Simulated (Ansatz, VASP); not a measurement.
**Al8H in VASP and in Ansatz**

```
Al H
1.0
     5.71352    0.00000    0.00000
     0.00000    8.08013    0.00000
     0.00000    0.00000   22.24328
Al H
16 2
Direct
  0.25000 0.25000 0.17983
  0.25000 0.75000 0.17983
  0.75000 0.25000 0.17983
  0.75000 0.75000 0.17983
  0.00000 0.00000 0.24405
  0.00000 0.50000 0.24405
  0.50000 0.00000 0.24405
  0.50000 0.50000 0.24405
  0.25000 0.25000 0.31026
  0.25000 0.75000 0.31026
  0.75000 0.25000 0.31026
  0.75000 0.75000 0.31026
  0.00000 0.00000 0.37060
  0.00000 0.50000 0.37060
  0.50000 0.00000 0.37060
  0.50000 0.50000 0.37060
  0.75000 0.86170 0.44837
  0.75000 0.13830 0.44837
```

Alike in both runs: task single point; functional PBE; k mesh 5 × 4 × 1; occupations gaussian, width 0.1 eV; no spin polarisation.

|  | VASP | Ansatz |
| --- | --- | --- |
| version | VASP 6.6.1 | Ansatz 0.2.0 |
| potentials or method | VASP PAW PBE potentials, release 64 (Al, H), cutoff 520 eV | scalar-relativistic, plane waves, PAW |
| valence electrons in the cell | 50 | 50 |

|  | VASP | Ansatz | Ansatz less VASP |
| --- | --- | --- | --- |
| gap on the k mesh at the Fermi level (eV) | none | none | - |
| rms of the force components (eV/Å) | 0.386 | 0.386 | -0.0004 |

Atom by atom the forces differ by 0.001 eV/Å (rms over components). A gap of «none» marks a metal or a gap that the smearing closes. With one functional, cell and mesh, what is left measures potentials, basis and numerics.
